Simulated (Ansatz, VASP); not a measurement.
GaN in VASP and in Ansatz

```xyz
4
Lattice="3.1520 0.0000 0.0000 -1.5760 2.7297 0.0000 0.0000 0.0000 5.1380" Properties=species:S:1:pos:R:3 pbc="T T T"
Ga    0.0000    1.8198    0.0000
Ga    1.5760    0.9099    2.5690
N     0.0000    1.8198    1.9360
N     1.5760    0.9099    4.5050
```

Alike in both runs: task relaxation of cell and atoms; functional LDA; k mesh 10 × 10 × 6; no spin polarisation.

```csv
,VASP,Ansatz
version,VASP 6.6.1,Ansatz 0.2.0
potentials or method,"VASP PAW LDA potentials, release 64 (Ga_d, N), cutoff 600 eV","scalar-relativistic, plane waves, PAW"
occupations,"gaussian, width 0.01 eV",fixed
valence electrons in the cell,36,36
```

```tsv
	VASP	Ansatz	Ansatz less VASP
gap on the k mesh at the Fermi level, each at its own relaxed structure (eV)	2.11	2.13	+0.021
relaxed volume (Å³/atom)	11.11	11.05	-0.057
relaxed length of the cell vector where the two differ most in proportion (Å)	5.147	5.138	-0.0089
```

LDA's correlation is that of Perdew and Zunger in VASP and of Perdew and Wang (1992) in Ansatz.
